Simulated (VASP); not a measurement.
Ba3Co, 4 atoms in the cell. Symmetry: Pm-3m, No. 221, cubic system. The conventional cell has a = 5.505 Å, b = 5.505 Å, c = 5.505 Å, α = 90.00°, β = 90.00°, γ = 90.00°. Ba (site symmetry 4/mmm) has 8 Ba at 3.89 Å and 4 Co at 3.89 Å within 5.1 Å. Co (site symmetry m-3m) has 12 Ba at 3.89 Å within 5.1 Å. 

* Program: VASP 6.6.1
* Task: single point
* Functional: PBE
* Potentials or basis: VASP PAW PBE potentials, release 64 (Ba_sv, Co)
* Cutoff: 520 eV
* k mesh: 4 × 4 × 4
* Occupations: gaussian, width 0.1 eV
* Spin: collinear spin, ferrimagnetic start
* Starting moments: [-0.16, -0.16, -0.16, 0.5] μB
* Dipole correction: no
* Further INCAR settings: ALGO = Normal; EDIFF = 1e-06; NBANDS = 32

Potentials or basis: VASP PAW PBE potentials, release 64 (Ba_sv, Co).

The run is started by

```bash
$ cat potpaw_PBE.64/Ba_sv/POTCAR potpaw_PBE.64/Co/POTCAR > POTCAR
$ mpirun -np 1 vasp_std > vasp.out
```

Hardware: 1 thread of Intel(R) Xeon(R) Platinum 8375C CPU @ 2.90GHz (Ice Lake), on a shared host.

Task: Estimate the wall time of this run.

Result: Run time: 4.5 min on 1 thread of Intel(R) Xeon(R) Platinum 8375C CPU @ 2.90GHz (Ice Lake) (shared host), peak memory 0.37 GiB. Counts: scf iterations 33, k points 10.
